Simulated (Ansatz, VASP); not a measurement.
# Ta: VASP beside Ansatz

```
Ta
1.0
     4.69433    0.00000    0.00000
     2.34716    4.06541    0.00000
     0.00000    0.00000   28.45693
Ta
14
Direct
  0.66667 0.66667 0.29139
  0.00000 0.00000 0.31779
  0.33333 0.33333 0.34508
  0.66667 0.66667 0.38400
  0.00000 0.00000 0.41508
  0.33333 0.33333 0.44842
  0.66667 0.66667 0.48467
  0.00000 0.00000 0.51533
  0.33333 0.33333 0.55158
  0.66667 0.66667 0.58492
  0.00000 0.00000 0.61600
  0.33333 0.33333 0.65492
  0.66667 0.66667 0.68220
  0.00000 0.00000 0.70861
```

Alike in both runs: functional PBE; k mesh 8 × 8 × 1; no spin polarisation.

Ansatz relaxed the structure, and its values are those at the end. VASP's run is a single point on that final structure, the one shown.

|  | VASP | Ansatz |
| --- | --- | --- |
| version | VASP 6.6.1 | Ansatz 0.2.0 |
| potentials or method | VASP PAW PBE potentials, release 64 (Ta_pv) | plane-wave PAW, scalar-relativistic |
| plane-wave cutoff (eV) | 520 | 420 |
| occupations | methfessel-paxton of order 1, width 0.1 eV | cold, width 0.1 eV |
| valence electrons in the cell | 154 | 182 |

```tsv
	VASP	Ansatz	Ansatz less VASP
rms of the force components (eV/Å)	0.008	0.002	-0.0052
work function, face that differs most (eV)	3.75	3.75	-0.002
```

VASP's potentials hold 154 valence electrons a cell and Ansatz's 182, so a difference there can come from the potentials and not from the codes. Ansatz's warnings: vacuum below fermi.

Spin-orbit coupling is off throughout.
